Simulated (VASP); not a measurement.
# Mn: single point with revPBE

Mn:

```
Mn
1.0
     2.59142    0.00000    0.00000
    -1.29571    2.24424    0.00000
     0.00000    0.00000    4.18931
Mn
2
Direct
  0.33333 0.66667 0.25000
  0.66667 0.33333 0.75000
```

This cell differs from its parent crystal: volume scaled by 1.12.

| Quantity | Value |
| --- | --- |
| Program | VASP 6.6.1 |
| Task | single point |
| Functional | revPBE |
| Potentials or basis | VASP PAW PBE potentials, release 64 (Mn_pv) |
| Cutoff | 520 eV |
| k mesh | 16 × 16 × 9 |
| Occupations | fermi-dirac, width 0.1 eV |
| Spin | no spin polarisation |

```
Pressure               : -23.3 GPa
Band gap on the k mesh : zero (band 13 reaches 9.62 eV, above the bottom of band 14 at 7.99 eV)
```

Stress tensor (GPa, compression positive):
```
-23.17   0.00   0.00
  0.00 -23.17   0.00
  0.00   0.00 -23.51
```

Levels at points of the mesh, in eV from the Fermi level:
```csv
k point,band 10,band 11,band 12,band 13,band 14,band 15,band 16,band 17
"(0.00, 0.00, 0.00)",-0.79,-0.79,-0.40,-0.40,0.04,0.04,0.58,1.34
"(0.50, 0.00, 0.00)",-1.26,-0.96,-0.79,-0.36,1.49,1.63,1.67,3.02
```

It took 31 s on 1 thread of AMD EPYC 9R45 96-Core Processor (Zen 5) (shared host), peak memory 0.14 GiB.

Caveat: the PAW data sets were made with another functional, which shifts forces and pressure a little; the run has no spin polarisation, though such a crystal can be magnetic. Spin polarisation is off, so any magnetic state and its effect on volume and gap are missing.
